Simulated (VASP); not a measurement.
Here is a VASP 6.6.1 calculation.

INCAR

```
SYSTEM = CdS
PREC = Accurate
ENCUT = 600
EDIFF = 1E-8
ISMEAR = 0
SIGMA = 0.01
LREAL = .FALSE.
LASPH = .TRUE.
NELM = 100
ALGO = Normal
ISIF = 3
LWAVE = .FALSE.
LCHARG = .TRUE.
GGA = PS
IBRION = 6
NFREE = 2
POTIM = 0.015
NSW = 1
```

KPOINTS

```
Automatic mesh
0
G
  8 8 8
  0 0 0
```

File POSCAR:

```
CdS
1.0
    0.0000000000      2.7532400000      2.7532400000
    2.7532400000      0.0000000000      2.7532400000
    2.7532400000      2.7532400000      0.0000000000
Cd S
1 1
Direct
    0.0000000000      0.0000000000      0.0000000000
    0.5000000000      0.5000000000      0.5000000000
```

Potentials or basis: VASP PAW PBE potentials, release 64 (Cd, S).

The run is started by

```console
$ cat potpaw_PBE.64/Cd/POTCAR potpaw_PBE.64/S/POTCAR > POTCAR
$ mpirun -np 1 vasp_std > vasp.out
```

Problem. What does it give for the elastic constants C11, C12, C44?

Solution. 110, 48, 34 GPa.

Problem. Predict the Voigt bulk modulus.

Solution. 69 GPa.

Problem. What does it give for the highest phonon frequency at Γ, LO-TO splitting left out?

Solution. 106 cm⁻¹.

Clamped-ion elastic tensor (GPa):
```
110  48  48   0   0   0
 48 110  48   0   0   0
 48  48 110   0   0   0
  0   0   0  34   0   0
  0   0   0   0  34   0
  0   0   0   0   0  34
```

Caveat: the cell is under stress, which shifts elastic constants; the PAW data sets were made with another functional, which shifts forces and pressure a little.
